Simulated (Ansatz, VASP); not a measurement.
**One calculation of LiF, two programs**

```xyz
2
Lattice="0.0000 2.0042 2.0042 2.0445 -0.0403 2.0445 2.0042 2.0042 0.0000" Properties=species:S:1:pos:R:3 pbc="T T T"
Li   -0.0888    0.0888   -0.0888
F     2.1131    1.8953    2.1131
```

Alike in both runs: task single point; functional PBE; k mesh 10 × 10 × 10; occupations gaussian, width 0.02 eV; no spin polarisation.

|  | VASP | Ansatz |
| --- | --- | --- |
| version | VASP 6.6.1 | Ansatz 0.2.0 |
| potentials or method | VASP PAW PBE potentials, release 64 (Li_sv, F), cutoff 520 eV | scalar-relativistic, plane waves, PAW |
| valence electrons in the cell | 10 | 10 |

Ansatz gave:

| Quantity | Value |
| --- | --- |
| gap on the k mesh at the Fermi level (eV) | 8.87 |
| least direct gap on the mesh (eV) | 8.87 |
| rms of the force components (eV/Å) | 0.260 |

Q: What did VASP give for the same quantities?

A: gap on the k mesh at the Fermi level (eV): 8.87; least direct gap on the mesh (eV): 8.87; rms of the force components (eV/Å): 0.274.

Atom by atom the forces differ by 0.014 eV/Å (rms over components). The functional is the same, so the differences come from potentials, cutoffs and numerics.

Noted on VASP's run: the cutoff is short for stress, so the pressure is rough.
